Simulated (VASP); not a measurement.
# C (Fd-3m) in VASP: a series of runs

The runs below take C through single point, with revPBE, BLYP+D3(BJ), SVWN5.

Everything below comes from runs of VASP 6.6.1. Logs are shortened: lines on timing, memory, paths and dates and some standing lists are left out, and cuts for length are marked.

**1. The cell of the first run**

The structure is cubic, space group Fd-3m (No. 227). The conventional cell has a = 3.494 Å, b = 3.494 Å, c = 3.494 Å, α = 90.00°, β = 90.00°, γ = 90.00°. Within 2.0 Å of C (site symmetry -43m) lie 4 C at 1.51 Å.

**2. Single point, revPBE**

INCAR

```
SYSTEM = C
ALGO = Normal ; EDIFF = 1E-6
ENCUT = 520 ; GGA = RE
ISIF = 2 ; ISMEAR = -1
LASPH = .TRUE. ; LCHARG = .FALSE.
LREAL = .FALSE. ; LWAVE = .FALSE.
NBANDS = 11 ; NELM = 60
PREC = Accurate ; SIGMA = 0.05
```

KPOINTS

```
k-points
0
G
  13 13 13
  0 0 0
```

POSCAR

```
C
1.0
    0.0000000000      1.7469644787      1.7469644787
    1.7469644787      0.0000000000      1.7469644787
    1.7469644787      1.7469644787      0.0000000000
C
2
Direct
    0.7500000000      0.7500000000      0.7500000000
    0.5000000000      0.5000000000      0.5000000000
```

Potentials or basis: VASP PAW PBE potentials, release 64 (C).

Run with:

```sh
> cat potpaw_PBE.64/C/POTCAR > POTCAR
> mpirun -np 1 vasp_std > vasp.out
```

OUTCAR:

```text
SYSTEM = C
   EDIFF = 1E-6
   ENCUT = 520
   GGA = RE
   ISIF = 2
   ISMEAR = -1
   LASPH = .TRUE.
   LREAL = .FALSE.
   NELM = 60
   PREC = Accurate

 ion  position               nearest neighbor table
   1  0.750  0.750  0.750-   2 1.51   2 1.51   2 1.51   2 1.51
   2  0.500  0.500  0.500-   1 1.51   1 1.51   1 1.51   1 1.51

  LATTYP: Found a face centered cubic cell.
 ALAT       =     3.4939289574

  Lattice vectors:

 A1 = (   0.0000000000,   1.7469644787,   1.7469644787)
 A2 = (   1.7469644787,   0.0000000000,   1.7469644787)
 A3 = (   1.7469644787,   1.7469644787,   0.0000000000)

Analysis of symmetry for initial positions (statically):
=====================================================================
 Subroutine PRICEL returns:
 Original cell was already a primitive cell.

 Routine SETGRP: Setting up the symmetry group for a
 face centered cubic supercell.

 Subroutine GETGRP returns: Found 48 space group operations
 (whereof 24 operations were pure point group operations)
 out of a pool of 48 trial point group operations.

The static configuration has the point symmetry T_d .
 The point group associated with its full space group is O_h .

Analysis of symmetry for dynamics (positions and initial velocities):
=====================================================================
 Subroutine PRICEL returns:
 Original cell was already a primitive cell.

 Routine SETGRP: Setting up the symmetry group for a
 face centered cubic supercell.

 Subroutine GETGRP returns: Found 48 space group operations
 (whereof 24 operations were pure point group operations)
 out of a pool of 48 trial point group operations.

The dynamic configuration has the point symmetry T_d .
 The point group associated with its full space group is O_h .

 Subroutine INISYM returns: Found 48 space group operations
 (whereof 24 operations are pure point group operations),
 and found     1 'primitive' translations

----------------------------------------------------------------------------------------

                                     Primitive cell

  volume of cell :      10.6631

  direct lattice vectors                    reciprocal lattice vectors
     0.000000000  1.746964479  1.746964479    -0.286210742  0.286210742  0.286210742
     1.746964479  0.000000000  1.746964479     0.286210742 -0.286210742  0.286210742
     1.746964479  1.746964479  0.000000000     0.286210742  0.286210742 -0.286210742

  length of vectors
     2.470580859  2.470580859  2.470580859     0.495731547  0.495731547  0.495731547

  position of ions in fractional coordinates (direct lattice)
     0.750000000  0.750000000  0.750000000
[... 83 lines left out ...]
   NFREE  =      0    steps in history (QN), initial steepest desc. (CG)
   ISIF   =      2    stress and relaxation
   ISYM   =      2    0-nonsym 1-usesym 2-fastsym
   POTIM  = 0.5000    time-step for ionic-motion
   TEBEG  =    0.0;   TEEND  =   0.0 temperature during run
   PSTRESS=    0.0 pullay stress
   NELECT =       8.0000    total number of electrons
   NUPDOWN=      -1.0000    fix difference up-down
   EMIN   =  10.00;   EMAX   =-10.00  energy-range for DOS
   EFERMI =   0.00;   METHOD = LEGACY
   ISMEAR =    -1;   SIGMA  =   0.05  broadening in eV -4-tet -1-fermi 0-gaus
   EFERMI_NEDOS =   21; number of points for ismear=-14 and -15
   IALGO  =     38    algorithm
   IMIX   =      4    mixing-type and parameters
     AMIX     =   0.40;   BMIX     =  1.00
     AMIX_MAG =   1.60;   BMIX_MAG =  1.00
  volume/ion in A,a.u.               =       5.33        35.98
  Fermi-wavevector in a.u.,A,eV,Ry     =   1.487570  2.811100 30.107851  2.212865
  Thomas-Fermi vector in A             =   2.600714
   LORBIT       =      0    0 simple, 1 ext, 2 COOP (PROOUT), +10 PAW based schemes
   GGA     = RE    functional components
   LHFCALC =     F    Hartree Fock is set to
   AEXX    =    0.0000 exact exchange contribution
   IVDW    =     0    specifies the selected vdW correction
   LEPSILON=     F    determine dielectric tensor
   LRPA    =     F    only Hartree local field effects (RPA)
 non-spin polarized calculation
  energy-cutoff  :      520.00
  volume of cell :       10.66
 maximum number of plane-waves:       299
   NGX =  9   NGY =  9   NGZ =  9

 number of electron       8.0000001 magnetization

 Free energy of the ion-electron system (eV)
  ---------------------------------------------------
  ext. energy  EPLUGINS =         0.00000000
  ---------------------------------------------------
  free energy    TOTEN  =       -17.28210432 eV

  energy without entropy =      -17.28210432  energy(sigma->0) =      -17.28210432

 E-fermi :  11.7301     XC(G=0): -13.5096

 val. band max:       10.7398837111   @ k =   0.0000   0.0000   0.0000
 cond. band min:      15.0031577921   @ k =   0.3846   0.3846   0.0000
 fundamental gap:      4.2632740810
 Fermi energy:        11.7300958003

 k-point     1 :       0.0000    0.0000    0.0000
  band No.  band energies     occupation
      1     -11.6516      2.00000
      2      10.7399      2.00000
      3      10.7399      2.00000
      4      10.7399      2.00000
      5      16.5013      0.00000
      6      16.5013      0.00000
      7      16.5013      0.00000
      8      25.4745      0.00000
      9      30.9131      0.00000
     10      37.8830      0.00000
     11      37.8830      0.00000
[... 309 lines left out ...]
 k-point    24 :       0.4615    0.1538    0.0000
  band No.  band energies     occupation
      1      -6.3911      2.00000
      2      -1.0500      2.00000
      3       6.0859      2.00000
      4       6.5861      2.00000
      5      18.0560      0.00000
      6      21.7690      0.00000
      7      22.4109      0.00000
      8      25.2975      0.00000
      9      32.2018      0.00000
     10      35.2709      0.00000
     11      38.7429      0.00000

 [... further k-points ...]
[... 5 lines left out ...]
  --------------------------------------------------------------------------------------
  -------------------------------------------------------------------------------------
  Total        2.5354539      2.5354539      2.5354539     -0.0000000      0.0000000     -0.0000000
  in kB      380.9641305    380.9641305    380.9641305     -0.0000000      0.0000000     -0.0000000
  external PRESSURE =     380.9641305 kB  Pullay stress =       0.0000000 kB

 VOLUME and BASIS-vectors are now :
 -----------------------------------------------------------------------------
  energy-cutoff  :      520.00
  volume of cell :       10.66
      direct lattice vectors                 reciprocal lattice vectors
     0.000000000  1.746964479  1.746964479    -0.286210742  0.286210742  0.286210742
     1.746964479  0.000000000  1.746964479     0.286210742 -0.286210742  0.286210742
     1.746964479  1.746964479  0.000000000     0.286210742  0.286210742 -0.286210742

 POSITION                                       TOTAL-FORCE (eV/Angst)
 -----------------------------------------------------------------------------------
      2.62045      2.62045      2.62045        -0.000000     -0.000000     -0.000000
      1.74696      1.74696      1.74696         0.000000      0.000000      0.000000
 -----------------------------------------------------------------------------------
    total drift:                                0.000000     -0.000000      0.000000

  FREE ENERGIE OF THE ION-ELECTRON SYSTEM (eV)
  ---------------------------------------------------
  free  energy   TOTEN  =       -17.2821043224 eV

  energy  without entropy=      -17.2821043224  energy(sigma->0) =      -17.28210432
```

OSZICAR:

```text
N       E                     dE             d eps       ncg     rms          rms(c)
DAV:   1     0.191187129108E+01    0.19119E+01   -0.48399E+03  1952   0.701E+02
DAV:   2    -0.176181277198E+02   -0.19530E+02   -0.18848E+02  2423   0.130E+02
DAV:   3    -0.179804434638E+02   -0.36232E+00   -0.36135E+00  2175   0.132E+01
DAV:   4    -0.179809863642E+02   -0.54290E-03   -0.54289E-03  1973   0.630E-01
DAV:   5    -0.179809868891E+02   -0.52490E-06   -0.52485E-06  2178   0.189E-02    0.613E+00
DAV:   6    -0.174545763862E+02    0.52641E+00   -0.26889E-01  1881   0.369E+00    0.371E+00
DAV:   7    -0.172793257040E+02    0.17525E+00   -0.33142E-01  2001   0.417E+00    0.842E-01
DAV:   8    -0.172820198351E+02   -0.26941E-02   -0.10035E-02  1938   0.754E-01    0.567E-02
DAV:   9    -0.172820743831E+02   -0.54548E-04   -0.11969E-04  2173   0.871E-02    0.280E-02
DAV:  10    -0.172821038638E+02   -0.29481E-04   -0.25980E-05  1976   0.462E-02    0.544E-03
DAV:  11    -0.172821043224E+02   -0.45856E-06   -0.61423E-07  2231   0.725E-03
   1 F= -.17282104E+02 E0= -.17282104E+02  d E =-.735280E-11
```

Wall time 3.5 s (1 thread of Intel Xeon 6975P-C (Granite Rapids), shared host); peak memory 0.11 GiB.

What came out:

| Item | Value |
| --- | --- |
| Free energy | -17.2821 eV |
| Pressure | 38.1 GPa |
| Band gap on the k mesh | 4.26 eV, indirect (least direct gap 5.76 eV) |

Levels at points of the mesh, in eV from the valence-band top:
```
           k point  band 1  band 2  band 3  band 4  band 5  band 6  band 7  band 8
(0.00, 0.00, 0.00)  -22.39    0.00    0.00    0.00    5.76    5.76    5.76   14.73
```

Caveat: the PAW data sets were made with another functional, which shifts forces and pressure a little. A hybrid or GW would open this gap; revPBE tends to underestimate it.

**3. Single point, revPBE**

This run uses another cell than the first one, of 5.44 Å³/atom, 1.021 times its volume.

INCAR

```
ALGO = Normal
EDIFF = 1E-6
ENCUT = 520
GGA = RE
ISIF = 2
ISMEAR = -1
LASPH = True
LCHARG = False
LREAL = False
LWAVE = False
NBANDS = 11
NELM = 100
PREC = Accurate
SIGMA = 0.05
```

KPOINTS

```
k-points
0
Gamma
  13 13 13
```

POSCAR

```
C
1.0
    0.0000000000      1.7592674508      1.7592674508
    1.7592674508      0.0000000000      1.7592674508
    1.7592674508      1.7592674508      0.0000000000
C
2
Direct
    0.7500000000      0.7500000000      0.7500000000
    0.5000000000      0.5000000000      0.5000000000
```

Potentials or basis: VASP PAW PBE potentials, release 64 (C).

Run with:

```sh
> cat potpaw_PBE.64/C/POTCAR > POTCAR
> mpirun -np 1 vasp_std > vasp.out
```

Run time: 3.9 s. Hardware: 1 thread of Intel Xeon 6975P-C (Granite Rapids), shared host; peak memory 0.12 GiB.

The run converged. Its results:

* Free energy: -17.3283 eV
* Pressure: 26.8 GPa
* Band gap on the k mesh: 4.22 eV, indirect (least direct gap 5.70 eV)

Levels at points of the mesh, in eV from the valence-band top:
```tsv
k point	band 1	band 2	band 3	band 4	band 5	band 6	band 7	band 8
(0.00, 0.00, 0.00)	-22.10	0.00	0.00	0.00	5.70	5.70	5.70	14.24
```

Caveat: the PAW data sets were made with another functional, which shifts forces and pressure a little.

(Part 1 of 2 ends here.)
